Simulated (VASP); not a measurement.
# CdTe (zincblende type) (F-43m) in VASP: further runs, part 2 of 3

VASP 6.6.1. Earlier steps stand in the parts before.

## Step 3: Density of states, PBEsol (volume scaled by 0.88)

File POSCAR:

```
CdTe
1.0
    0.0000000000      3.1097110274      3.1097110274
    3.1097110274      0.0000000000      3.1097110274
    3.1097110274      3.1097110274      0.0000000000
Cd Te
1 1
Direct
    0.0000000000      0.0000000000      0.0000000000
    0.2500000000      0.2500000000      0.2500000000
```

File INCAR.step1:

```
SYSTEM = CdTe
PREC = Accurate
ENCUT = 520
EDIFF = 1E-6
ISMEAR = -1
SIGMA = 0.05
LREAL = .False.
LASPH = .True.
NELM = 80
ALGO = Normal
ISIF = 2
LWAVE = .False.
LCHARG = .True.
GGA = PS
NBANDS = 16
```

File KPOINTS.step1:

```
regular mesh
0
Gamma
  12 12 12
  0 0 0
```

File INCAR.step2:

```
SYSTEM = CdTe
PREC = Accurate
ENCUT = 520
EDIFF = 1E-6
ISMEAR = -5
SIGMA = 0.05
LREAL = .False.
LASPH = .True.
NELM = 80
ALGO = Normal
ISIF = 2
LWAVE = .False.
LCHARG = .False.
GGA = PS
LORBIT = 10
NBANDS = 16
NEDOS = 2001
ICHARG = 11
```

File KPOINTS.step2:

```
regular mesh
0
Gamma
  18 18 18
  0 0 0
```

Potentials or basis: VASP PAW PBE potentials, release 64 (Cd, Te).

On the command line:

```console
cat potpaw_PBE.64/Cd/POTCAR potpaw_PBE.64/Te/POTCAR > POTCAR
cp INCAR.step1 INCAR
cp KPOINTS.step1 KPOINTS
mpirun -np 1 vasp_std > vasp.out
cp INCAR.step2 INCAR
cp KPOINTS.step2 KPOINTS
mpirun -np 1 vasp_std > vasp.out
```

OUTCAR:

```text
SYSTEM = CdTe
   PREC = Accurate
   ENCUT = 520
   EDIFF = 1E-6
   ISMEAR = -5
   LREAL = .False.
   LASPH = .True.
   NELM = 80
   ISIF = 2
   GGA = PS
   LORBIT = 10
   ICHARG = 11

 ion  position               nearest neighbor table
   1  0.000  0.000  0.000-   2 2.69   2 2.69   2 2.69   2 2.69
   2  0.250  0.250  0.250-   1 2.69   1 2.69   1 2.69   1 2.69

  LATTYP: Found a face centered cubic cell.
 ALAT       =     6.2194220548

  Lattice vectors:

 A1 = (   0.0000000000,   3.1097110274,   3.1097110274)
 A2 = (   3.1097110274,   0.0000000000,   3.1097110274)
 A3 = (   3.1097110274,   3.1097110274,   0.0000000000)

Analysis of symmetry for initial positions (statically):
=====================================================================
 Subroutine PRICEL returns:
 Original cell was already a primitive cell.

 Routine SETGRP: Setting up the symmetry group for a
 face centered cubic supercell.

 Subroutine GETGRP returns: Found 24 space group operations
 (whereof 24 operations were pure point group operations)
 out of a pool of 48 trial point group operations.

The static configuration has the point symmetry T_d .

Analysis of symmetry for dynamics (positions and initial velocities):
=====================================================================
 Subroutine PRICEL returns:
 Original cell was already a primitive cell.

 Routine SETGRP: Setting up the symmetry group for a
 face centered cubic supercell.

 Subroutine GETGRP returns: Found 24 space group operations
 (whereof 24 operations were pure point group operations)
 out of a pool of 48 trial point group operations.

The dynamic configuration has the point symmetry T_d .

 Subroutine INISYM returns: Found 24 space group operations
 (whereof 24 operations are pure point group operations),
 and found     1 'primitive' translations

----------------------------------------------------------------------------------------

                                     Primitive cell

  volume of cell :      60.1437

  direct lattice vectors                    reciprocal lattice vectors
     0.000000000  3.109711027  3.109711027    -0.160786644  0.160786644  0.160786644
     3.109711027  0.000000000  3.109711027     0.160786644 -0.160786644  0.160786644
     3.109711027  3.109711027  0.000000000     0.160786644  0.160786644 -0.160786644

  length of vectors
     4.397795510  4.397795510  4.397795510     0.278490637  0.278490637  0.278490637

  position of ions in fractional coordinates (direct lattice)
     0.000000000  0.000000000  0.000000000
     0.250000000  0.250000000  0.250000000

  ion indices of the primitive-cell ions
   primitive index   ion index
                 1           1
                 2           2

----------------------------------------------------------------------------------------

 KPOINTS: regular mesh

Automatic generation of k-mesh.
 Grid dimensions read from file:
 generate k-points for:   18   18   18

 Generating k-lattice:

  Cartesian coordinates                     Fractional coordinates (reciprocal lattice)
    -0.008932591  0.008932591  0.008932591     0.055555556  0.000000000  0.000000000
     0.008932591 -0.008932591  0.008932591     0.000000000  0.055555556  0.000000000
     0.008932591  0.008932591 -0.008932591     0.000000000  0.000000000  0.055555556

  Length of vectors
     0.015471702  0.015471702  0.015471702

  Shift w.r.t. Gamma in fractional coordinates (k-lattice)
     0.000000000  0.000000000  0.000000000

 TETIRR: Found    806 inequivalent tetrahedra from    34992

 Subroutine IBZKPT returns following result:
 ===========================================

 Found    195 irreducible k-points:

 Following reciprocal coordinates:
            Coordinates               Weight
  0.000000  0.000000  0.000000      1.000000
  0.055556  0.000000  0.000000      8.000000
  0.111111  0.000000  0.000000      8.000000
  0.166667  0.000000  0.000000      8.000000
  0.222222  0.000000  0.000000      8.000000
  0.277778  0.000000  0.000000      8.000000
[... 16 lines left out ...]
 -0.277778  0.055556  0.000000     24.000000
 -0.222222  0.055556  0.000000     24.000000
 [... further k-points ...]
   k-points           NKPTS =    195   k-points in BZ     NKDIM =    195   number of bands    NBANDS=     16
   number of dos      NEDOS =   2001   number of ions     NIONS =      2
   total plane-waves  NPLWV =  46656
   dimension x,y,z NGX =    36 NGY =   36 NGZ =   36
   dimension x,y,z NGXF=    72 NGYF=   72 NGZF=   72
   ions per type =               1   1
   NGX,Y,Z   is equivalent  to a cutoff of  13.61, 13.61, 13.61 a.u.
   NGXF,Y,Z  is equivalent  to a cutoff of  27.22, 27.22, 27.22 a.u.
 SYSTEM =  CdTe
   PREC   = accura    normal or accurate (medium, high low for compatibility)
   ISTART =      0    job   : 0-new  1-cont  2-samecut
   ICHARG =     11    charge: 1-file 2-atom 10-const
   ISPIN  =      1    spin polarized calculation?
   LNONCOLLINEAR =      F non collinear calculations
   LSORBIT =      F    spin-orbit coupling
   LASPH  =      T    aspherical Exc in radial PAW
   ENCUT  =  520.0 eV  38.22 Ry    6.18 a.u.   8.18  8.18  8.18*2*pi/ulx,y,z
   NELM   =     80;   NELMIN=  2; NELMDL=  0     # of ELM steps
   EDIFF  = 0.1E-05   stopping-criterion for ELM
   LREAL  =      F    real-space projection
   EDIFFG = 0.1E-04   stopping-criterion for IOM
   NSW    =      0    number of steps for IOM
   IBRION =     -1    ionic relax: 0-MD 1-quasi-New 2-CG
   NFREE  =      0    steps in history (QN), initial steepest desc. (CG)
   ISIF   =      2    stress and relaxation
   ISYM   =      2    0-nonsym 1-usesym 2-fastsym
   POTIM  = 0.5000    time-step for ionic-motion
   TEBEG  =    0.0;   TEEND  =   0.0 temperature during run
   PSTRESS=    0.0 pullay stress
   NELECT =      18.0000    total number of electrons
   NUPDOWN=      -1.0000    fix difference up-down
   EMIN   =  10.00;   EMAX   =-10.00  energy-range for DOS
   EFERMI =   0.00;   METHOD = LEGACY
   ISMEAR =    -5;   SIGMA  =   0.05  broadening in eV -4-tet -1-fermi 0-gaus
   EFERMI_NEDOS =   21; number of points for ismear=-14 and -15
   IALGO  =     38    algorithm
   IMIX   =      4    mixing-type and parameters
     AMIX     =   0.40;   BMIX     =  1.00
     AMIX_MAG =   1.60;   BMIX_MAG =  1.00
  volume/ion in A,a.u.               =      30.07       202.93
  Fermi-wavevector in a.u.,A,eV,Ry     =   1.095054  2.069352 16.315342  1.199144
  Thomas-Fermi vector in A             =   2.231371
   LORBIT       =     10    0 simple, 1 ext, 2 COOP (PROOUT), +10 PAW based schemes
   GGA     = PS    functional components
   LHFCALC =     F    Hartree Fock is set to
   AEXX    =    0.0000 exact exchange contribution
   IVDW    =     0    specifies the selected vdW correction
   LEPSILON=     F    determine dielectric tensor
   LRPA    =     F    only Hartree local field effects (RPA)
 non-spin polarized calculation
 Fermi weights with tetrahedron method with Bloechl corrections
  energy-cutoff  :      520.00
  volume of cell :       60.14
 maximum number of plane-waves:      1639
 NGX is ok and might be reduce to    36

 number of electron      18.0000001 magnetization

 Free energy of the ion-electron system (eV)
  ---------------------------------------------------
  ext. energy  EPLUGINS =         0.00000000
  ---------------------------------------------------
  free energy    TOTEN  =        -5.31888787 eV

  energy without entropy =       -5.31888787  energy(sigma->0) =       -5.31888787

 E-fermi :   3.4316     XC(G=0):  -9.3413

 val. band max:        3.4296592566   @ k =   0.0000   0.0000   0.0000
 cond. band min:       4.4688722181   @ k =   0.0000   0.0000   0.0000
 fundamental gap:      1.0392129615
 Fermi energy:         3.4316036345

 k-point     1 :       0.0000    0.0000    0.0000
  band No.  band energies     occupation
      1      -8.5807      2.00000
      2      -5.3494      2.00000
      3      -5.3494      2.00000
      4      -5.3494      2.00000
      5      -4.9779      2.00000
      6      -4.9779      2.00000
[... 8 lines left out ...]
     15      12.9889      0.00000
     16      12.9892      0.00000
[... 419 lines left out ...]
 k-point    24 :      -0.2222    0.0556    0.0000
  band No.  band energies     occupation
      1      -8.3181      2.00000
      2      -5.3020      2.00000
      3      -5.2931      2.00000
      4      -5.1348      2.00000
      5      -4.9861      2.00000
      6      -4.9719      2.00000
[... 8 lines left out ...]
     15      11.6938      0.00000
     16      12.4103      0.00000

 [... further k-points ...]
[... 5 lines left out ...]
  --------------------------------------------------------------------------------------
  -------------------------------------------------------------------------------------
  Total        2.7822253      2.7822253      2.7822253     -0.0000000      0.0000000      0.0000000
  in kB       74.1161371     74.1161371     74.1161371     -0.0000000      0.0000000      0.0000000
  external PRESSURE =      74.1161371 kB  Pullay stress =       0.0000000 kB

 VOLUME and BASIS-vectors are now :
 -----------------------------------------------------------------------------
  energy-cutoff  :      520.00
  volume of cell :       60.14
      direct lattice vectors                 reciprocal lattice vectors
     0.000000000  3.109711027  3.109711027    -0.160786644  0.160786644  0.160786644
     3.109711027  0.000000000  3.109711027     0.160786644 -0.160786644  0.160786644
     3.109711027  3.109711027  0.000000000     0.160786644  0.160786644 -0.160786644

 POSITION                                       TOTAL-FORCE (eV/Angst)
 -----------------------------------------------------------------------------------
      0.00000      0.00000      0.00000        -0.000000     -0.000000     -0.000000
      1.55486      1.55486      1.55486         0.000000      0.000000      0.000000
 -----------------------------------------------------------------------------------
    total drift:                               -0.000000     -0.000000     -0.000000

  FREE ENERGIE OF THE ION-ELECTRON SYSTEM (eV)
  ---------------------------------------------------
  free  energy   TOTEN  =        -5.3188878740 eV

  energy  without entropy=       -5.3188878740  energy(sigma->0) =       -5.31888787

 total charge

# of ion       s       p       d       tot
------------------------------------------
    1        0.498   0.400   9.525  10.423
    2        1.348   2.111   0.032   3.490
--------------------------------------------------
tot          1.846   2.510   9.557  13.913
```

Wall time 2.4 min (1 thread of Intel Xeon Platinum 8259CL at 2.50GHz (Skylake/Cascade Lake), shared host); peak memory 0.34 GiB.

What came out:

| Property | Result |
| --- | --- |
| Valence electrons inside the program's atomic spheres | Cd 10.42; Te 3.49 |

Levels at points of the mesh, in eV from the valence-band top:
```
           k point  band 5  band 6  band 7  band 8  band 9  band 10  band 11  band 12  band 13  band 14
(0.00, 0.00, 0.00)   -8.41   -8.41    0.00    0.00    0.00     1.04     4.43     4.43     4.43     7.44
(0.50, 0.00, 0.00)   -8.40   -7.95   -5.25   -0.99   -0.99     1.84     5.05     5.05     6.91     9.05
(0.50, 0.50, 0.00)   -8.36   -7.77   -5.00   -2.36   -2.36     2.18     2.51     9.45     9.70     9.70
```

Caveat: the PAW data sets were made with another functional, which shifts forces and pressure a little; spin-orbit coupling is left out, which moves the levels of the heavy elements.

[end of part 2 of 3]
